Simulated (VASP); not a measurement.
# Si (P6_3/mmc) in VASP: further runs

Si is run at these levels: LDA; tasks: single point.

Program: VASP 6.6.1. These are calculated values, not measurements. Logs are shortened: lines on timing, memory, paths and dates and some standing lists are left out, and cuts for length are marked.

## Step 1: The cell of the first run

Symmetry: P6_3/mmc, No. 194, hexagonal system. The conventional cell has a = 2.244 Å, b = 2.244 Å, c = 3.794 Å, α = 90.00°, β = 90.00°, γ = 120.00°. Within 3.0 Å of Si (site symmetry -6m2) lie 12 Si at 2.24 to 2.30 Å.

## Step 2: Single point, LDA

Contents of INCAR:

```
SYSTEM = Si
PREC     = Accurate       ! precision mode
ENCUT    = 520            ! plane-wave cutoff, eV
EDIFF    = 1E-6           ! SCF threshold, eV
ISMEAR   = -1             ! smearing method
SIGMA    = 0.1            ! smearing width, eV
LREAL    = .FALSE.        ! projectors in reciprocal space
LASPH    = .TRUE.         ! aspherical terms in the spheres
NELM     = 80             ! most SCF steps
ALGO     = Normal         ! electronic algorithm
ISIF     = 2              ! what is computed and relaxed
LWAVE    = .FALSE.        ! write WAVECAR
LCHARG   = .FALSE.        ! write CHGCAR
GGA      = CA             ! functional
NBANDS   = 11             ! bands
```

Contents of KPOINTS:

```
regular mesh
0
G
  15 15 8
  0 0 0
```

Contents of POSCAR:

```
Si
1.0
    2.2443615126      0.0000000000      0.0000000000
   -1.1221807563      1.9436740852      0.0000000000
    0.0000000000      0.0000000000      3.7944634245
Si
2
Direct
    0.3333333333      0.6666666667      0.2500000000
    0.6666666667      0.3333333333      0.7500000000
```

Potentials or basis: VASP PAW LDA potentials, release 64 (Si).

Launch:

```sh
$ cat potpaw_LDA.64/Si/POTCAR > POTCAR
$ mpirun -np 1 vasp_std > vasp.out
```

OUTCAR:

```text
SYSTEM = Si
   PREC = Accurate
   ENCUT = 520
   EDIFF = 1E-6
   ISMEAR = -1
   LREAL = .FALSE.
   LASPH = .TRUE.
   NELM = 80
   ISIF = 2
   GGA = CA

 ion  position               nearest neighbor table
   1  0.333  0.667  0.250-   2 2.30   2 2.30   2 2.30   2 2.30   2 2.30   2 2.30
   2  0.667  0.333  0.750-   1 2.30   1 2.30   1 2.30   1 2.30   1 2.30   1 2.30

  LATTYP: Found a hexagonal cell.
 ALAT       =     2.2443615126
 C/A-ratio  =     1.6906649857

  Lattice vectors:

 A1 = (   2.2443615126,   0.0000000000,   0.0000000000)
 A2 = (  -1.1221807563,   1.9436740852,   0.0000000000)
 A3 = (   0.0000000000,   0.0000000000,   3.7944634245)

Analysis of symmetry for initial positions (statically):
=====================================================================
 Subroutine PRICEL returns:
 Original cell was already a primitive cell.

 Routine SETGRP: Setting up the symmetry group for a
 hexagonal supercell.

 Subroutine GETGRP returns: Found 24 space group operations
 (whereof 12 operations were pure point group operations)
 out of a pool of 24 trial point group operations.

The static configuration has the point symmetry D_3d.
 The point group associated with its full space group is D_6h.

Analysis of symmetry for dynamics (positions and initial velocities):
=====================================================================
 Subroutine PRICEL returns:
 Original cell was already a primitive cell.

 Routine SETGRP: Setting up the symmetry group for a
 hexagonal supercell.

 Subroutine GETGRP returns: Found 24 space group operations
 (whereof 12 operations were pure point group operations)
 out of a pool of 24 trial point group operations.

The dynamic configuration has the point symmetry D_3d.
 The point group associated with its full space group is D_6h.

 Subroutine INISYM returns: Found 24 space group operations
 (whereof 12 operations are pure point group operations),
 and found     1 'primitive' translations

----------------------------------------------------------------------------------------

                                     Primitive cell

  volume of cell :      16.5526

  direct lattice vectors                    reciprocal lattice vectors
     2.244361513  0.000000000  0.000000000     0.445561018  0.257244774  0.000000000
    -1.122180756  1.943674085  0.000000000     0.000000000  0.514489547  0.000000000
     0.000000000  0.000000000  3.794463424     0.000000000  0.000000000  0.263541874

  length of vectors
     2.244361513  2.244361513  3.794463424     0.514489547  0.514489547  0.263541874

  position of ions in fractional coordinates (direct lattice)
     0.333333333  0.666666667  0.250000000
     0.666666667  0.333333333  0.750000000

  ion indices of the primitive-cell ions
   primitive index   ion index
                 1           1
                 2           2

----------------------------------------------------------------------------------------

 KPOINTS: regular mesh

Automatic generation of k-mesh.
 Grid dimensions read from file:
 generate k-points for:   15   15    8

 Generating k-lattice:

  Cartesian coordinates                     Fractional coordinates (reciprocal lattice)
     0.029704068  0.017149652  0.000000000     0.066666667  0.000000000  0.000000000
     0.000000000  0.034299303  0.000000000     0.000000000  0.066666667  0.000000000
     0.000000000  0.000000000  0.032942734     0.000000000  0.000000000  0.125000000

  Length of vectors
     0.034299303  0.034299303  0.032942734

  Shift w.r.t. Gamma in fractional coordinates (k-lattice)
     0.000000000  0.000000000  0.000000000

 Subroutine IBZKPT returns following result:
 ===========================================

 Found    135 irreducible k-points:

 Following reciprocal coordinates:
            Coordinates               Weight
  0.000000  0.000000  0.000000      1.000000
  0.066667  0.000000  0.000000      6.000000
  0.133333  0.000000  0.000000      6.000000
  0.200000  0.000000  0.000000      6.000000
  0.266667  0.000000  0.000000      6.000000
  0.333333  0.000000  0.000000      6.000000
[... 16 lines left out ...]
  0.333333  0.200000  0.000000     12.000000
  0.400000  0.200000  0.000000      6.000000
 [... further k-points ...]
   k-points           NKPTS =    135   k-points in BZ     NKDIM =    135   number of bands    NBANDS=     11
   number of dos      NEDOS =    301   number of ions     NIONS =      2
   total plane-waves  NPLWV =   9072
   dimension x,y,z NGX =    18 NGY =   18 NGZ =   28
   dimension x,y,z NGXF=    36 NGYF=   36 NGZF=   56
   ions per type =               2
   NGX,Y,Z   is equivalent  to a cutoff of  13.33, 13.33, 12.27 a.u.
   NGXF,Y,Z  is equivalent  to a cutoff of  26.67, 26.67, 24.54 a.u.
 SYSTEM =  Si
   PREC   = accura    normal or accurate (medium, high low for compatibility)
   ISTART =      0    job   : 0-new  1-cont  2-samecut
   ICHARG =      2    charge: 1-file 2-atom 10-const
   ISPIN  =      1    spin polarized calculation?
   LNONCOLLINEAR =      F non collinear calculations
   LSORBIT =      F    spin-orbit coupling
   LASPH  =      T    aspherical Exc in radial PAW
   ENCUT  =  520.0 eV  38.22 Ry    6.18 a.u.   4.17  4.17  7.06*2*pi/ulx,y,z
   NELM   =     80;   NELMIN=  2; NELMDL= -5     # of ELM steps
   EDIFF  = 0.1E-05   stopping-criterion for ELM
   LREAL  =      F    real-space projection
   EDIFFG = 0.1E-04   stopping-criterion for IOM
   NSW    =      0    number of steps for IOM
   IBRION =     -1    ionic relax: 0-MD 1-quasi-New 2-CG
   NFREE  =      0    steps in history (QN), initial steepest desc. (CG)
   ISIF   =      2    stress and relaxation
   ISYM   =      2    0-nonsym 1-usesym 2-fastsym
   POTIM  = 0.5000    time-step for ionic-motion
   TEBEG  =    0.0;   TEEND  =   0.0 temperature during run
   PSTRESS=    0.0 pullay stress
   NELECT =       8.0000    total number of electrons
   NUPDOWN=      -1.0000    fix difference up-down
   EMIN   =  10.00;   EMAX   =-10.00  energy-range for DOS
   EFERMI =   0.00;   METHOD = LEGACY
   ISMEAR =    -1;   SIGMA  =   0.10  broadening in eV -4-tet -1-fermi 0-gaus
   EFERMI_NEDOS =   21; number of points for ismear=-14 and -15
   IALGO  =     38    algorithm
   IMIX   =      4    mixing-type and parameters
     AMIX     =   0.40;   BMIX     =  1.00
     AMIX_MAG =   1.60;   BMIX_MAG =  1.00
  volume/ion in A,a.u.               =       8.28        55.85
  Fermi-wavevector in a.u.,A,eV,Ry     =   1.284742  2.427811 22.457262  1.650562
  Thomas-Fermi vector in A             =   2.416918
   LORBIT       =      0    0 simple, 1 ext, 2 COOP (PROOUT), +10 PAW based schemes
   GGA     = CA    functional components
   LHFCALC =     F    Hartree Fock is set to
   AEXX    =    0.0000 exact exchange contribution
   IVDW    =     0    specifies the selected vdW correction
   LEPSILON=     F    determine dielectric tensor
   LRPA    =     F    only Hartree local field effects (RPA)
 non-spin polarized calculation
  energy-cutoff  :      520.00
  volume of cell :       16.55
 maximum number of plane-waves:       459
 NGX is ok and might be reduce to    18

 number of electron       8.0000000 magnetization

 Free energy of the ion-electron system (eV)
  ---------------------------------------------------
  ext. energy  EPLUGINS =         0.00000000
  ---------------------------------------------------
  free energy    TOTEN  =        -7.72551072 eV

  energy without entropy =       -7.70543293  energy(sigma->0) =       -7.71547182

 E-fermi :  19.1045     XC(G=0): -13.6670

 val. band max:       19.0870345684   @ k =   0.3333   0.2000   0.5000
 cond. band min:      19.1095631426   @ k =   0.3333   0.3333   0.0000
 fundamental gap:      0.0225285741
 Fermi energy:        19.1044806915

 k-point     1 :       0.0000    0.0000    0.0000
  band No.  band energies     occupation
      1      -1.1279      2.00000
      2       8.0312      2.00000
      3       9.1043      2.00000
      4      32.1866      0.00000
      5      32.3725      0.00000
      6      32.3725      0.00000
      7      33.0399      0.00000
      8      33.0399      0.00000
      9      37.2711      0.00000
     10      38.7153      0.00000
     11      39.5778      0.00000

 k-point     2 :       0.0667    0.0000    0.0000
  band No.  band energies     occupation
      1      -0.9588      2.00000
      2       8.1853      2.00000
      3       9.2619      2.00000
      4      29.3665      0.00000
      5      30.9020      0.00000
      6      32.0122      0.00000
      7      33.6321      0.00000
      8      34.6237      0.00000
      9      37.3779      0.00000
     10      37.6021      0.00000
     11      38.7354      0.00000

 k-point     3 :       0.1333    0.0000    0.0000
  band No.  band energies     occupation
      1      -0.4529      2.00000
      2       8.6479      2.00000
      3       9.7290      2.00000
      4      25.6894      0.00000
      5      29.3682      0.00000
      6      30.4500      0.00000
      7      33.3954      0.00000
      8      34.0527      0.00000
      9      36.0388      0.00000
     10      37.0659      0.00000
     11      37.1935      0.00000

 k-point     4 :       0.2000    0.0000    0.0000
  band No.  band energies     occupation
      1       0.3857      2.00000
      2       9.4199      2.00000
      3      10.4844      2.00000
      4      22.0756      0.00000
      5      28.0774      0.00000
      6      28.3248      0.00000
      7      30.3830      0.00000
      8      32.5234      0.00000
      9      35.7047      0.00000
     10      36.0699      0.00000
     11      36.1483      0.00000
[... 239 lines left out ...]
 k-point    22 :       0.2667    0.2000    0.0000
  band No.  band energies     occupation
      1       4.9740      2.00000
      2      13.1934      2.00000
      3      13.7575      2.00000
      4      15.3663      2.00000
      5      18.0809      1.99993
      6      23.0329      0.00000
      7      25.2887      0.00000
      8      25.7739      0.00000
      9      28.1517      0.00000
     10      37.3895      0.00000
     11      40.6331      0.00000

 k-point    23 :       0.3333    0.2000    0.0000
  band No.  band energies     occupation
      1       6.8796      2.00000
      2      11.3952      2.00000
      3      15.2460      2.00000
      4      15.6107      2.00000
      5      18.0830      1.99993
      6      20.3315      0.00001
      7      23.4450      0.00000
      8      25.2029      0.00000
      9      27.6291      0.00000
     10      37.3383      0.00000
     11      41.8712      0.00000

 k-point    24 :       0.4000    0.2000    0.0000
  band No.  band energies     occupation
      1       8.8999      2.00000
      2       9.2060      2.00000
      3      15.3714      2.00000
      4      17.4318      2.00000
      5      18.2135      1.99973
      6      18.3480      1.99896
      7      22.5894      0.00000
      8      25.0253      0.00000
      9      27.4663      0.00000
     10      37.2843      0.00000
     11      42.2979      0.00000

 [... further k-points ...]
[... 5 lines left out ...]
  --------------------------------------------------------------------------------------
  -------------------------------------------------------------------------------------
  Total       16.1260245     16.1260245     16.1278057      0.0000000      0.0000000      0.0000000
  in kB     1560.8863027   1560.8863027   1561.0587141      0.0000000      0.0000000      0.0000000
  external PRESSURE =    1560.9437732 kB  Pullay stress =       0.0000000 kB

 VOLUME and BASIS-vectors are now :
 -----------------------------------------------------------------------------
  energy-cutoff  :      520.00
  volume of cell :       16.55
      direct lattice vectors                 reciprocal lattice vectors
     2.244361513  0.000000000  0.000000000     0.445561018  0.257244774  0.000000000
    -1.122180756  1.943674085  0.000000000     0.000000000  0.514489547  0.000000000
     0.000000000  0.000000000  3.794463424     0.000000000  0.000000000  0.263541874

 POSITION                                       TOTAL-FORCE (eV/Angst)
 -----------------------------------------------------------------------------------
     -0.00000      1.29578      0.94862        -0.000000     -0.000000      0.000000
      1.12218      0.64789      2.84585         0.000000      0.000000      0.000000
 -----------------------------------------------------------------------------------
    total drift:                                0.000000     -0.000000     -0.000000

  FREE ENERGIE OF THE ION-ELECTRON SYSTEM (eV)
  ---------------------------------------------------
  free  energy   TOTEN  =        -7.7255107178 eV

  energy  without entropy=       -7.7054329256  energy(sigma->0) =       -7.71547182
```

Wall time 20 s (1 thread of Intel Xeon Platinum 8488C (Sapphire Rapids), shared host); peak memory 0.12 GiB.

Results:

```yaml
Free_energy: -7.7255 eV
Pressure: 156.1 GPa
Band_gap_on_the_k_mesh: zero (band 4 reaches 32.19 eV, above the bottom of band 5 at 15.69 eV)
```

Levels at points of the mesh, in eV from the Fermi level:
| k point | band 2 | band 3 | band 4 | band 5 | band 6 | band 7 |
| --- | --- | --- | --- | --- | --- | --- |
| (0.00, 0.00, 0.00) | -11.07 | -10.00 | 13.08 | 13.27 | 13.27 | 13.94 |
| (0.00, 0.00, 0.50) | -17.76 | 0.86 | 0.86 | 14.27 | 14.27 | 14.27 |

## Step 3: Single point, LDA

Contents of INCAR:

```
SYSTEM = Si
PREC = Accurate
ENCUT = 520
EDIFF = 1E-6
ISMEAR = -1
SIGMA = 0.1
LREAL = .False.
LASPH = .True.
NELM = 80
ALGO = Normal
ISIF = 2
LWAVE = .False.
LCHARG = .False.
GGA = CA
NBANDS = 11
```

Contents of KPOINTS:

```
regular mesh
0
Gamma
  15 15 8
  0 0 0
```

Contents of POSCAR:

```
Si
1.0
    2.2443615126      0.0000000000      0.0000000000
   -1.1221807564      1.9436740852      0.0000000000
    0.0000000000      0.0000000000      3.7944634245
Si
2
Direct
    0.3333333333      0.6666666667      0.2500000000
    0.6666666667      0.3333333333      0.7500000000
```

Potentials or basis: VASP PAW LDA potentials, release 64 (Si).

Launch:

```sh
$ cat potpaw_LDA.64/Si/POTCAR > POTCAR
$ mpirun -np 1 vasp_std > vasp.out
```

It took 19 s on 1 thread of Intel Xeon Platinum 8488C (Sapphire Rapids), shared host; peak memory 0.12 GiB.

It converged, with:

| Property | Result |
| --- | --- |
| Free energy | -7.7255 eV |
| Pressure | 156.1 GPa |
| Band gap on the k mesh | zero (band 4 reaches 32.19 eV, above the bottom of band 5 at 15.69 eV) |

Levels at points of the mesh, in eV from the Fermi level:
| k point | band 2 | band 3 | band 4 | band 5 | band 6 | band 7 |
| --- | --- | --- | --- | --- | --- | --- |
| (0.00, 0.00, 0.00) | -11.07 | -10.00 | 13.08 | 13.27 | 13.27 | 13.94 |
| (0.00, 0.00, 0.50) | -17.76 | 0.86 | 0.86 | 14.27 | 14.27 | 14.27 |

## Step 4: Single point, LDA

This run uses another cell than the first one, of 9.38 Å³/atom, 1.133 times its volume.

Contents of INCAR:

```
SYSTEM = Si
PREC = Accurate
ENCUT = 520
EDIFF = 1E-7
ISMEAR = -1
SIGMA = 0.1
LREAL = .FALSE.
LASPH = .TRUE.
NELM = 80
ALGO = Normal
ISIF = 2
LWAVE = .FALSE.
LCHARG = .FALSE.
NBANDS = 11
```

Contents of KPOINTS:

```
Automatic mesh
0
G
  15 15 8
  0 0 0
```

Contents of POSCAR:

```
Si
1.0
    2.3376448157      0.0000000000      0.0000000000
   -1.1688224079      2.0244597954      0.0000000000
    0.0000000000      0.0000000000      3.9640270477
Si
2
Direct
    0.3333333333      0.6666666667      0.2500000000
    0.6666666667      0.3333333333      0.7500000000
```

Potentials or basis: VASP PAW LDA potentials, release 64 (Si).

Launch:

```sh
$ cat potpaw_LDA.64/Si/POTCAR > POTCAR
$ mpirun -np 1 vasp_std > vasp.out
```

OUTCAR:

```text
SYSTEM = Si
   PREC = Accurate
   ENCUT = 520
   EDIFF = 1E-7
   ISMEAR = -1
   LREAL = .FALSE.
   LASPH = .TRUE.
   NELM = 80
   ISIF = 2

 ion  position               nearest neighbor table
   1  0.333  0.667  0.250-   2 2.40   2 2.40   2 2.40   2 2.40   2 2.40   2 2.40
   2  0.667  0.333  0.750-   1 2.40   1 2.40   1 2.40   1 2.40   1 2.40   1 2.40

  LATTYP: Found a hexagonal cell.
 ALAT       =     2.3376448157
 C/A-ratio  =     1.6957353919

  Lattice vectors:

 A1 = (   2.3376448157,   0.0000000000,   0.0000000000)
 A2 = (  -1.1688224079,   2.0244597954,   0.0000000000)
[... 516 lines left out ...]
      8      22.6306      0.00000
      9      23.7806      0.00000
     10      33.4490      0.00000
     11      38.3252      0.00000

 [... further k-points ...]
[... 5 lines left out ...]
  --------------------------------------------------------------------------------------
  -------------------------------------------------------------------------------------
  Total       10.4504950     10.4504950     10.4622535     -0.0000000     -0.0000000     -0.0000000
  in kB      892.5306778    892.5306778    893.5349250     -0.0000000     -0.0000000     -0.0000000
  external PRESSURE =     892.8654269 kB  Pullay stress =       0.0000000 kB

 VOLUME and BASIS-vectors are now :
 -----------------------------------------------------------------------------
  energy-cutoff  :      520.00
  volume of cell :       18.76
      direct lattice vectors                 reciprocal lattice vectors
     2.337644816  0.000000000  0.000000000     0.427780984  0.246979466  0.000000000
    -1.168822408  2.024459795  0.000000000     0.000000000  0.493958933  0.000000000
     0.000000000  0.000000000  3.964027048     0.000000000  0.000000000  0.252268713

 POSITION                                       TOTAL-FORCE (eV/Angst)
 -----------------------------------------------------------------------------------
     -0.00000      1.34964      0.99101        -0.000000      0.000000      0.000000
      1.16882      0.67482      2.97302         0.000000     -0.000000      0.000000
 -----------------------------------------------------------------------------------
    total drift:                                0.000000     -0.000000     -0.000000

  FREE ENERGIE OF THE ION-ELECTRON SYSTEM (eV)
  ---------------------------------------------------
  free  energy   TOTEN  =        -9.3764024028 eV

  energy  without entropy=       -9.3562395078  energy(sigma->0) =       -9.36632096
```

OSZICAR:

```text
N       E                     dE             d eps       ncg     rms          rms(c)
DAV:   1     0.755621283607E+01    0.75562E+01   -0.38904E+03  2970   0.650E+02
DAV:   2    -0.912586020877E+01   -0.16682E+02   -0.16081E+02  3949   0.976E+01
DAV:   3    -0.948804749323E+01   -0.36219E+00   -0.35785E+00  3850   0.114E+01
DAV:   4    -0.948880909271E+01   -0.76160E-03   -0.76143E-03  3706   0.648E-01
DAV:   5    -0.948881065047E+01   -0.15578E-05   -0.15574E-05  3775   0.270E-02    0.890E+00
DAV:   6    -0.941802890439E+01    0.70782E-01   -0.71081E-03  3425   0.465E-01    0.499E+00
DAV:   7    -0.937685468493E+01    0.41174E-01   -0.13713E-02  3204   0.649E-01    0.237E-01
DAV:   8    -0.937640800027E+01    0.44668E-03   -0.20371E-04  4134   0.976E-02    0.489E-02
DAV:   9    -0.937640276185E+01    0.52384E-05   -0.29724E-06  3659   0.112E-02    0.425E-03
DAV:  10    -0.937640240309E+01    0.35876E-06   -0.46155E-07  3883   0.353E-03    0.125E-03
DAV:  11    -0.937640240283E+01    0.26353E-09   -0.21037E-08  2193   0.103E-03
   1 F= -.93764024E+01 E0= -.93663210E+01  d E =-.201629E-01
```

It took 24 s on 1 thread of Intel Xeon Platinum 8488C (Sapphire Rapids), shared host; peak memory 0.13 GiB.

What came out:

| Item | Value |
| --- | --- |
| Free energy | -9.3764 eV |
| Pressure | 89.3 GPa |
| Band gap on the k mesh | zero (band 4 reaches 29.25 eV, above the bottom of band 5 at 13.22 eV) |

Stress tensor (GPa, compression positive):
```
89.25  0.00  0.00
 0.00 89.25  0.00
 0.00  0.00 89.35
```
